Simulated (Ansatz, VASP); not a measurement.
Two plane-wave programs on NaCl

```xyz
2
Lattice="3.5022 0.0000 0.0000 0.0000 3.5022 0.0000 0.0000 0.0000 3.5022" Properties=species:S:1:pos:R:3 pbc="T T T"
Cl    1.7511    1.7511    1.7511
Na    0.0000    0.0000    0.0000
```

Alike in both runs: task relaxation of cell and atoms; functional PBE-based screened hybrid; k mesh 4 × 4 × 4; occupations fermi-dirac, width 0.05 eV; no spin polarisation.

|  | VASP | Ansatz |
| --- | --- | --- |
| version | VASP 6.6.1 | Ansatz 0.2.0 |
| potentials or method | VASP PAW PBE potentials, release 64 (Cl, Na_pv) | Ansatz PAW |
| plane-wave cutoff (eV) | 600 | 420 |
| valence electrons in the cell | 14 | 16 |

Ansatz gave:

```
gap on the k mesh at the Fermi level, each at its own relaxed structure (eV) : 5.10
relaxed volume (Å³/atom)                                                     : 21.21
relaxed cell length with the largest relative difference (Å)                 : 3.487
```

Question: What did VASP give for the same quantities?

Answer: gap on the k mesh at the Fermi level, each at its own relaxed structure (eV): 5.08; relaxed volume (Å³/atom): 21.27; relaxed cell length with the largest relative difference (Å): 3.491.

VASP's potentials were made for PBE, not for PBE-based screened hybrid. VASP's potentials hold 14 valence electrons a cell and Ansatz's 16, so a difference there can come from the potentials and not from the codes.

The k mesh is coarse, so the values compare programs but aren't converged. Noted on Ansatz's run: the plane-wave basis is chosen anew once the cell has moved, so the energies of steps on either side of that aren't comparable.
